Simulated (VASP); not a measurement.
Write the native input for VASP 6.6.1 that does the following.

- Task: single point
- Functional: PBE
- Potentials or basis: VASP PAW PBE potentials, release 64 (Si, N)
- Cutoff: 520 eV
- k mesh: 1 × 1 × 1
- Occupations: fermi-dirac, width 0.05 eV
- Spin: no spin polarisation
- Dipole correction: no
- Further INCAR settings: ALGO = Normal; EDIFF = 1e-07; NBANDS = 45; ISYM = 0

The structure of Si3N4 lies in POSCAR:

```
Si3N4
1.0
    5.3378070000     -0.0461070000     -0.0620370000
   -0.0461070000      5.3190510000      0.1015160000
   -0.0620370000      0.1015160000      5.4132090000
Si N
6 8
Direct
    0.8486953546      0.7662676101      0.7622177697
    0.2054865666      0.2297934781      0.2707665740
    0.6937947227      0.3876415030      0.5426816383
    0.3292748233      0.7059741484      0.5200300876
    0.6985504452      0.2671346303      0.0529309943
    0.3880368210      0.7850703152      0.0251208557
    0.1637251813      0.8159739979      0.7736077810
    0.8475759003      0.4434524162      0.8174688158
    0.3591639189      0.3460820267      0.5446729637
    0.8860004693      0.2516714231      0.3108740370
    0.4154499318      0.4556586877      0.0891322726
    0.6754765252      0.7126987954      0.4931238026
    0.6502244999      0.9629735414      0.9557855156
    0.2654284110      0.9211162496      0.2771366014
```

One way to write it, as run:

INCAR

```
SYSTEM = Si3N4
PREC = Accurate ; ENCUT = 520
EDIFF = 1E-7 ; ISMEAR = -1
SIGMA = 0.05 ; LREAL = .False.
LASPH = .True. ; NELM = 80
ALGO = Normal ; ISIF = 2
LWAVE = .False. ; LCHARG = .False.
GGA = PE ; ISYM = 0
NBANDS = 45
```

KPOINTS

```
Automatic mesh
0
Gamma
  1 1 1
  0 0 0
```

Potentials or basis: VASP PAW PBE potentials, release 64 (Si, N).

Launch:

```sh
$ cat potpaw_PBE.64/Si/POTCAR potpaw_PBE.64/N/POTCAR > POTCAR
$ mpirun -np 1 vasp_gam > vasp.out
```

It gave:

* Pressure: -2.6 GPa
* Largest force: 3.477 eV/Å
* Band gap on the k mesh: 1.92 eV

Caveat: the k points lie up to 1.18 Å⁻¹ apart.

Run time: 15 s on 1 thread of Intel(R) Xeon(R) Platinum 8488C (Sapphire Rapids), with other jobs on the host, peak memory 0.22 GiB.
